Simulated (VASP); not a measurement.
Input of a VASP 6.6.1 run:

File INCAR:

```
SYSTEM = Ir
PREC = Accurate
ENCUT = 500
EDIFF = 1E-7
ISMEAR = 1
SIGMA = 0.05
LREAL = .FALSE.
LASPH = .TRUE.
NELM = 120
ALGO = Normal
ISIF = 3
LWAVE = .FALSE.
LCHARG = .FALSE.
GGA = PE
IBRION = 2
NSW = 80
EDIFFG = -0.03
PSTRESS = 100.0
GGA_COMPAT = .FALSE.
NELMIN = 4
```

The input KPOINTS:

```
regular mesh
0
G
  8 8 8
  0 0 0
```

The input POSCAR:

```
Ir
1.0
    0.0000000000      1.9150000000      1.9150000000
    1.9150000000      0.0000000000      1.9150000000
    1.9150000000      1.9150000000      0.0000000000
Ir
1
Direct
    0.0000000000      0.0000000000      0.0000000000
```

Potentials or basis: VASP PAW PBE potentials, release 64 (Ir).

Command:

```console
$ cat potpaw_PBE.64/Ir/POTCAR > POTCAR
$ mpirun -np 1 vasp_std > vasp.out
```

Predict the relaxed cell.

a = 2.717 Å, b = 2.717 Å, c = 2.717 Å, α = 60.00°, β = 60.00°, γ = 60.00°.

What does it give for the space group after relaxing (to 0.1 Å)?

Fm-3m (No. 225).

What does it give for the band gap on the k mesh?

Zero (an odd number of electrons rules out a gap without spin polarisation).

The path:
```csv
step,energy change (eV),largest force (eV/Å),pressure (GPa),volume (Å³)
1,0.0000,0.0000,13.98,14.05
2,-0.0192,0.0000,-4.51,14.77
3,-0.0104,0.0000,9.94,14.19
```

Caveat: the cell is relaxed towards a set pressure, so the run minimises the enthalpy, not the energy; spin-orbit coupling is left out, which moves the levels of the heavy elements.
